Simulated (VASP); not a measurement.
A run of VASP 6.6.1 is set up as follows.

File INCAR:

```
SYSTEM = PbS
ALGO = Normal ; EDIFF = 1E-6
ENCUT = 520 ; GGA = PS
ISIF = 2 ; ISMEAR = -1
LASPH = .TRUE. ; LCHARG = .TRUE.
LELF = .TRUE. ; LREAL = .FALSE.
LVHAR = .TRUE. ; LWAVE = .FALSE.
NBANDS = 28 ; NELM = 100
PREC = Accurate ; SIGMA = 0.02
```

Contents of KPOINTS:

```
k-points
0
G
  6 6 4
  0 0 0
```

Contents of POSCAR:

```
PbS
1.0
    2.1233401601     -3.6809346505      0.0000000000
    2.1233401601      3.6809346505      0.0000000000
    0.0000000000      0.0000000000      7.8039806291
Pb S
2 2
Direct
    0.0010316600      0.9989683400      0.4867318100
    0.9989683400      0.0010316600      0.9867318100
    0.6671454800      0.3328545200      0.6924681900
    0.3328545200      0.6671454800      0.1924681900
```

Potentials or basis: VASP PAW PBE potentials, release 64 (Pb_d, S).

Command:

```bash
$ cat potpaw_PBE.64/Pb_d/POTCAR potpaw_PBE.64/S/POTCAR > POTCAR
$ mpirun -np 1 vasp_std > vasp.out
```

Problem. What does it give for the largest force?

Solution. 0.300 eV/Å.

Problem. What does it give for the pressure?

Solution. -5.5 GPa.

Problem. What does it give for the band gap on the k mesh?

Solution. 0.61 eV, indirect (least direct gap 1.12 eV).

Stress tensor (GPa, compression positive):
```
-5.26  0.00  0.00
 0.00 -5.29  0.00
 0.00  0.00 -6.00
```

Caveat: the PAW data sets were made with another functional, which shifts forces and pressure a little; spin-orbit coupling is left out, which moves the levels of the heavy elements. A k mesh can miss the band edges.
